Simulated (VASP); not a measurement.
Here is a VASP 6.6.1 calculation.

POSCAR

```
Ru
1.0
    2.7023482492      0.0000000000      0.0000000000
   -1.3511741246      2.3403022337      0.0000000000
    0.0000000000      0.0000000000      4.0100075896
Ru
2
Direct
    0.3333333333      0.6666666667      0.2500000000
    0.6666666667      0.3333333333      0.7500000000
```

Contents of INCAR.step1:

```
PREC     = Accurate       # precision mode
ENCUT    = 520            # plane-wave cutoff, eV
ISMEAR   = 0              # smearing method
SIGMA    = 0.15           # smearing width, eV
LREAL    = F              # projectors in reciprocal space
LASPH    = T              # aspherical terms in the spheres
NELM     = 80             # most SCF steps
NBANDS   = 21             # bands
GGA      = PE             # functional
ALGO     = Normal         # electronic algorithm
EDIFF    = 1E-4           # SCF threshold, eV
LWAVE    = T              # write WAVECAR
LCHARG   = F              # write CHGCAR
```

INCAR.step2

```
PREC     = Accurate       # precision mode
ENCUT    = 520            # plane-wave cutoff, eV
EDIFF    = 1E-6           # SCF threshold, eV
ISMEAR   = 0              # smearing method
SIGMA    = 0.15           # smearing width, eV
LREAL    = F              # projectors in reciprocal space
LASPH    = T              # aspherical terms in the spheres
NELM     = 80             # most SCF steps
ALGO     = Normal         # electronic algorithm
ISIF     = 2              # what is computed and relaxed
LWAVE    = F              # write WAVECAR
LCHARG   = F              # write CHGCAR
METAGGA  = R2SCAN         # meta-GGA
LMIXTAU  = T            
NBANDS   = 21             # bands
ISTART   = 1
```

The input KPOINTS:

```
Automatic mesh
0
Gamma
  24 24 14
```

Potentials or basis: VASP PAW PBE potentials, release 64 (Ru_pv).

Command:

```bash
$ cat potpaw_PBE.64/Ru_pv/POTCAR > POTCAR
$ cp INCAR.step1 INCAR
$ mpirun -np 1 vasp_std > vasp.out
$ cp INCAR.step2 INCAR
$ mpirun -np 1 vasp_std > vasp.out
```

Estimate the band gap on the k mesh.

zero (band 14 reaches 15.59 eV, above the bottom of band 15 at 11.93 eV).

Predict the pressure.

29.3 GPa.

Stress tensor (GPa, compression positive):
```
17.29  0.00  0.00
 0.00 17.29  0.00
 0.00  0.00 53.20
```

Caveat: the cell differs from its parent crystal (strain -0.0600 x Voigt [0, 0, 1, 0, 0, 0]); the PAW data sets were made with another functional, which shifts forces and pressure a little.
